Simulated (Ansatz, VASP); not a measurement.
**One calculation of PIr2, two programs**

```
CELL_PARAMETERS angstrom
0.00000 2.71100 2.71100
2.71100 0.00000 2.71100
2.71100 2.71100 0.00000
ATOMIC_POSITIONS crystal
P 0.00000 0.00000 0.00000
Ir 0.25000 0.25000 0.25000
Ir 0.75000 0.75000 0.75000
```

Change from the starting cell: volume scaled by 0.94, crystal datasets.

Alike in both runs: task electric field gradients; functional LDA; k mesh 11 × 11 × 11; occupations fermi-dirac, width 0.05 eV; no spin polarisation.

```csv
,VASP,Ansatz
version,VASP 6.6.1,Ansatz 0.2.0
potentials or method,"VASP PAW LDA potentials, release 64 (P, Ir), cutoff 520 eV","all-electron PAW with datasets made for the crystal, scalar-relativistic"
```

VASP gave:

| Item | Value |
| --- | --- |
| pressure (GPa) | 18.9 |

Question: What did Ansatz give for the same quantities?

Answer: Pressure (GPa): 16.4.

LDA's correlation is that of Perdew and Zunger in VASP and of Perdew and Wang (1992) in Ansatz. Ansatz ran all-electron here, and VASP with PAW potentials.

Neither program's run includes spin-orbit coupling.
